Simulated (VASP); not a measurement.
# C (C2/m) in VASP: notebook

The runs below take C through single point, with PBE+D3(BJ).

All numbers are computed with VASP 6.6.1; they aren't measurements. Logs are shortened: lines on timing, memory, paths and dates and some standing lists are left out, and cuts for length are marked.

### Step 1. The cell of the first run

It takes space group C2/m (No. 12, monoclinic). The conventional cell has a = 4.269 Å, b = 2.465 Å, c = 3.650 Å, α = 90.00°, β = 112.95°, γ = 90.00°. C (site symmetry m) has 3 C at 1.34 to 1.48 Å within 1.8 Å.

### Step 2. Single point, PBE+D3(BJ) (atoms displaced along several vibrational modes)

Input file INCAR:

```
PREC = Accurate
ENCUT = 520
EDIFF = 1E-7
ISMEAR = 0
SIGMA = 0.05
LREAL = F
LASPH = T
NELM = 80
ALGO = Normal
ISIF = 2
LWAVE = F
LCHARG = F
GGA = PE
IVDW = 12
NBANDS = 11
```

Input file KPOINTS:

```
regular mesh
0
Gamma
  15 15 15
```

Input file POSCAR:

```
C
1.0
    1.2324809262      0.7115731945      3.3609366220
   -1.2324809262      0.7115731945      3.3609366220
    0.0000000000     -1.4231463891      3.3609366220
C
2
Direct
    0.1631270333      0.1631270333      0.1947471115
    0.8368729667      0.8368729667      0.8052528885
```

Potentials or basis: VASP PAW PBE potentials, release 64 (C).

Command:

```
> cat potpaw_PBE.64/C/POTCAR > POTCAR
> mpirun -np 1 vasp_std > vasp.out
```

OUTCAR:

```text
PREC = Accurate
   ENCUT = 520
   EDIFF = 1E-7
   ISMEAR = 0
   LREAL = F
   LASPH = T
   NELM = 80
   ISIF = 2
   GGA = PE
   IVDW = 12
 IVDW          = 12

 ion  position               nearest neighbor table
   1  0.163  0.163  0.195-   2 1.34   2 1.48   2 1.48
   2  0.837  0.837  0.805-   1 1.34   1 1.48   1 1.48

  LATTYP: Found a trigonal (rhomboedric) cell.
 ALAT       =     3.6498274783
 COS(alpha) =     0.7719417768

  Lattice vectors:

 A1 = (   1.2324809262,   0.7115731945,   3.3609366220)
 A2 = (  -1.2324809262,   0.7115731945,   3.3609366220)
 A3 = (   0.0000000000,  -1.4231463891,   3.3609366220)

Analysis of symmetry for initial positions (statically):
=====================================================================
 Subroutine PRICEL returns:
 Original cell was already a primitive cell.

 Routine SETGRP: Setting up the symmetry group for a
 trigonal (rhombohedral) supercell.

 Subroutine GETGRP returns: Found  4 space group operations
 (whereof  4 operations were pure point group operations)
 out of a pool of 12 trial point group operations.

The static configuration has the point symmetry C_2h.

Analysis of symmetry for dynamics (positions and initial velocities):
=====================================================================
 Subroutine PRICEL returns:
 Original cell was already a primitive cell.

 Routine SETGRP: Setting up the symmetry group for a
 trigonal (rhombohedral) supercell.

 Subroutine GETGRP returns: Found  4 space group operations
 (whereof  4 operations were pure point group operations)
 out of a pool of 12 trial point group operations.

The dynamic configuration has the point symmetry C_2h.

 Subroutine INISYM returns: Found  4 space group operations
 (whereof  4 operations are pure point group operations),
 and found     1 'primitive' translations

----------------------------------------------------------------------------------------

                                     Primitive cell

  volume of cell :      17.6853

  direct lattice vectors                    reciprocal lattice vectors
     1.232480926  0.711573195  3.360936622     0.405685791  0.234222801  0.099178702
    -1.232480926  0.711573195  3.360936622    -0.405685791  0.234222801  0.099178702
     0.000000000 -1.423146389  3.360936622     0.000000000 -0.468445602  0.099178702

  length of vectors
     3.649827478  3.649827478  3.649827478     0.478829507  0.478829507  0.478829507

  position of ions in fractional coordinates (direct lattice)
     0.163127033  0.163127033  0.194747111
     0.836872967  0.836872967  0.805252889

  ion indices of the primitive-cell ions
   primitive index   ion index
                 1           1
                 2           2

----------------------------------------------------------------------------------------

 KPOINTS: regular mesh

Automatic generation of k-mesh.
 Grid dimensions read from file:
 generate k-points for:   15   15   15

 Generating k-lattice:

  Cartesian coordinates                     Fractional coordinates (reciprocal lattice)
     0.027045719  0.015614853  0.006611913     0.066666667  0.000000000  0.000000000
    -0.027045719  0.015614853  0.006611913     0.000000000  0.066666667  0.000000000
     0.000000000 -0.031229707  0.006611913    -0.000000000 -0.000000000  0.066666667

  Length of vectors
     0.031921967  0.031921967  0.031921967

  Shift w.r.t. Gamma in fractional coordinates (k-lattice)
     0.000000000  0.000000000  0.000000000

 Subroutine IBZKPT returns following result:
 ===========================================

 Found    904 irreducible k-points:

 Following reciprocal coordinates:
            Coordinates               Weight
  0.000000  0.000000  0.000000      1.000000
  0.066667  0.000000  0.000000      4.000000
  0.000000  0.000000  0.066667      2.000000
  0.133333  0.000000  0.000000      4.000000
  0.000000  0.000000  0.133333      2.000000
  0.200000  0.000000  0.000000      4.000000
[... 16 lines left out ...]
  0.066667  0.000000  0.200000      4.000000
  0.266667  0.066667 -0.000000      4.000000
 [... further k-points ...]
   k-points           NKPTS =    904   k-points in BZ     NKDIM =    904   number of bands    NBANDS=     11
   number of dos      NEDOS =    301   number of ions     NIONS =      2
   total plane-waves  NPLWV =  21952
   dimension x,y,z NGX =    28 NGY =   28 NGZ =   28
   dimension x,y,z NGXF=    56 NGYF=   56 NGZF=   56
   ions per type =               2
   NGX,Y,Z   is equivalent  to a cutoff of  12.75, 12.75, 12.75 a.u.
   NGXF,Y,Z  is equivalent  to a cutoff of  25.51, 25.51, 25.51 a.u.
 SYSTEM =  unknown system
   PREC   = accura    normal or accurate (medium, high low for compatibility)
   ISTART =      0    job   : 0-new  1-cont  2-samecut
   ICHARG =      2    charge: 1-file 2-atom 10-const
   ISPIN  =      1    spin polarized calculation?
   LNONCOLLINEAR =      F non collinear calculations
   LSORBIT =      F    spin-orbit coupling
   LASPH  =      T    aspherical Exc in radial PAW
   ENCUT  =  520.0 eV  38.22 Ry    6.18 a.u.   6.79  6.79  6.79*2*pi/ulx,y,z
   NELM   =     80;   NELMIN=  2; NELMDL= -5     # of ELM steps
   EDIFF  = 0.1E-06   stopping-criterion for ELM
   LREAL  =      F    real-space projection
   EDIFFG = 0.1E-05   stopping-criterion for IOM
   NSW    =      0    number of steps for IOM
   IBRION =     -1    ionic relax: 0-MD 1-quasi-New 2-CG
   NFREE  =      0    steps in history (QN), initial steepest desc. (CG)
   ISIF   =      2    stress and relaxation
   ISYM   =      2    0-nonsym 1-usesym 2-fastsym
   POTIM  = 0.5000    time-step for ionic-motion
   TEBEG  =    0.0;   TEEND  =   0.0 temperature during run
   PSTRESS=    0.0 pullay stress
   NELECT =       8.0000    total number of electrons
   NUPDOWN=      -1.0000    fix difference up-down
   EMIN   =  10.00;   EMAX   =-10.00  energy-range for DOS
   EFERMI =   0.00;   METHOD = LEGACY
   ISMEAR =     0;   SIGMA  =   0.05  broadening in eV -4-tet -1-fermi 0-gaus
   EFERMI_NEDOS =   21; number of points for ismear=-14 and -15
   IALGO  =     38    algorithm
   IMIX   =      4    mixing-type and parameters
     AMIX     =   0.40;   BMIX     =  1.00
     AMIX_MAG =   1.60;   BMIX_MAG =  1.00
  volume/ion in A,a.u.               =       8.84        59.67
  Fermi-wavevector in a.u.,A,eV,Ry     =   1.256708  2.374834 21.487884  1.579315
  Thomas-Fermi vector in A             =   2.390403
   LORBIT       =      0    0 simple, 1 ext, 2 COOP (PROOUT), +10 PAW based schemes
   GGA     = PE    functional components
   LHFCALC =     F    Hartree Fock is set to
   AEXX    =    0.0000 exact exchange contribution
   IVDW    =    12    specifies the selected vdW correction
   LEPSILON=     F    determine dielectric tensor
   LRPA    =     F    only Hartree local field effects (RPA)
 non-spin polarized calculation
 Gauss-broadening in eV      SIGMA  =   0.05
  energy-cutoff  :      520.00
  volume of cell :       17.69
 maximum number of plane-waves:       490
   NGX = 13   NGY = 13   NGZ = 13

 number of electron       8.0000000 magnetization

 Free energy of the ion-electron system (eV)
  ---------------------------------------------------
  ext. energy  EPLUGINS =         0.00000000
  ---------------------------------------------------
  free energy    TOTEN  =       -18.03138987 eV

  energy without entropy =      -18.03138987  energy(sigma->0) =      -18.03138987

 E-fermi :   4.5174     XC(G=0): -10.3345

 val. band max:        4.3418924359   @ k =   0.3333   0.0667  -0.2667
 cond. band min:       4.6860181035   @ k =  -0.4000   0.4000   0.0000
 fundamental gap:      0.3441256676
 Fermi energy:         4.5174207250

 k-point     1 :       0.0000    0.0000    0.0000
  band No.  band energies     occupation
      1     -14.9565      2.00000
      2      -1.8528      2.00000
      3       0.5717      2.00000
      4       3.1874      2.00000
      5       8.4858      0.00000
      6      11.3224      0.00000
      7      14.6013      0.00000
      8      16.4407      0.00000
      9      17.4256      0.00000
     10      27.3927      0.00000
     11      29.8033      0.00000

 k-point     2 :       0.0667    0.0000    0.0000
  band No.  band energies     occupation
      1     -14.8488      2.00000
      2      -1.7495      2.00000
      3       0.3400      2.00000
      4       2.7387      2.00000
      5       8.6201      0.00000
      6      11.4982      0.00000
      7      15.0289      0.00000
      8      16.1039      0.00000
      9      17.5580      0.00000
     10      27.6520      0.00000
     11      28.8671      0.00000

 k-point     3 :       0.0000    0.0000    0.0667
  band No.  band energies     occupation
      1     -14.8504      2.00000
      2      -1.7456      2.00000
      3       0.2317      2.00000
      4       2.8587      2.00000
      5       8.6171      0.00000
      6      11.8728      0.00000
      7      14.4778      0.00000
      8      16.0471      0.00000
      9      17.6900      0.00000
     10      27.7066      0.00000
     11      29.5026      0.00000

 k-point     4 :       0.1333    0.0000    0.0000
  band No.  band energies     occupation
      1     -14.5263      2.00000
      2      -1.4444      2.00000
      3      -0.3304      2.00000
      4       1.6593      2.00000
      5       9.0174      0.00000
      6      11.8466      0.00000
      7      15.1624      0.00000
      8      16.1795      0.00000
      9      18.0327      0.00000
     10      26.6016      0.00000
     11      28.7063      0.00000

 k-point     5 :       0.0000    0.0000    0.1333
  band No.  band energies     occupation
      1     -14.5328      2.00000
      2      -1.4449      2.00000
      3      -0.6823      2.00000
      4       2.0851      2.00000
      5       8.9943      0.00000
      6      13.3009      0.00000
      7      14.1425      0.00000
      8      15.0115      0.00000
      9      18.4135      0.00000
     10      27.3992      0.00000
     11      28.8079      0.00000
[... 211 lines left out ...]
 k-point    21 :       0.2000    0.0667    0.0000
  band No.  band energies     occupation
      1     -14.1989      2.00000
      2      -1.3223      2.00000
      3      -1.0675      2.00000
      4       1.0238      2.00000
      5       9.6080      0.00000
      6      12.7623      0.00000
      7      14.2058      0.00000
      8      15.9059      0.00000
      9      19.0408      0.00000
     10      25.3816      0.00000
     11      28.1527      0.00000

 k-point    22 :      -0.2000    0.0000   -0.0667
  band No.  band energies     occupation
      1     -14.1908      2.00000
      2      -1.2505      2.00000
      3      -0.7792      2.00000
      4       0.6265      2.00000
      5       9.5600      0.00000
      6      11.8946      0.00000
      7      14.5049      0.00000
      8      17.3421      0.00000
      9      18.5615      0.00000
     10      24.7652      0.00000
     11      28.1630      0.00000

 k-point    23 :       0.0667    0.0000    0.2000
  band No.  band energies     occupation
      1     -14.2035      2.00000
      2      -1.5475      2.00000
      3      -1.0769      2.00000
      4       1.3322      2.00000
      5       9.5181      0.00000
      6      13.9535      0.00000
      7      14.1323      0.00000
      8      14.5592      0.00000
      9      19.0939      0.00000
     10      25.5096      0.00000
     11      28.5215      0.00000

 k-point    24 :       0.2667    0.0667   -0.0000
  band No.  band energies     occupation
      1     -13.5605      2.00000
      2      -2.4191      2.00000
      3      -0.6087      2.00000
      4      -0.1324      2.00000
      5      10.2476      0.00000
      6      12.8109      0.00000
      7      13.0278      0.00000
      8      17.4673      0.00000
      9      20.2796      0.00000
     10      23.3903      0.00000
     11      27.2898      0.00000

 [... further k-points ...]

------------------------ aborting loop because EDIFF is reached ----------------------------------------

 Edisp (eV)   -0.31248

 E8    (eV) :    -0.0886

  FORCE on cell =-STRESS in cart. coord.  units (eV):
  Direction    XX          YY          ZZ          XY          YZ          ZX
  --------------------------------------------------------------------------------------
  -------------------------------------------------------------------------------------
  Total      -0.38671     1.74391    -0.29331     0.00000     0.73056     0.00000
  in kB     -35.03385   157.98741   -26.57236     0.00000    66.18400     0.00000
  external pressure =       32.13 kB  Pullay stress =        0.00 kB

 VOLUME and BASIS-vectors are now :
 -----------------------------------------------------------------------------
  energy-cutoff  :      520.00
  volume of cell :       17.69
      direct lattice vectors                 reciprocal lattice vectors
     1.232480926  0.711573195  3.360936622     0.405685791  0.234222801  0.099178702
    -1.232480926  0.711573195  3.360936622    -0.405685791  0.234222801  0.099178702
     0.000000000 -1.423146389  3.360936622     0.000000000 -0.468445602  0.099178702

 POSITION                                       TOTAL-FORCE (eV/Angst)
 -----------------------------------------------------------------------------------
      0.00000     -0.04500      1.75105         0.000000      5.155668     -2.231667
      0.00000      0.04500      8.33176         0.000000     -5.155668      2.231667
 -----------------------------------------------------------------------------------
    total drift:                                0.000000     -0.000000      0.000000

  FREE ENERGIE OF THE ION-ELECTRON SYSTEM (eV)
  ---------------------------------------------------
  free  energy   TOTEN  =       -18.3438684313 eV

  energy  without entropy=      -18.3438684309  energy(sigma->0) =      -18.34386843
```

Run time: 2.4 min. Hardware: 1 thread of AMD EPYC 9R45 (Zen 5), shared host; peak memory 0.25 GiB.

Results:

| Quantity | Value |
| --- | --- |
| Free energy | -18.3439 eV |
| Pressure | 3.2 GPa |
| Largest force | 5.618 eV/Å |
| Dispersion energy per atom | -0.156 eV |

Forces on the atoms (eV/Å):
```
C    0.000  5.156 -2.232
C    0.000 -5.156  2.232
```

Stress tensor (GPa, compression positive):
```
-3.50  0.00  0.00
 0.00 15.80  6.62
 0.00  6.62 -2.66
```

Caveat: the cell differs from its parent crystal (atoms displaced along several vibrational modes); the stress differs along the axes, from -4 to 16 GPa; forces of over 1 eV/Å act on the atoms, so gaps and moduli don't describe the material at rest.

(Part 1 of 2 ends here.)
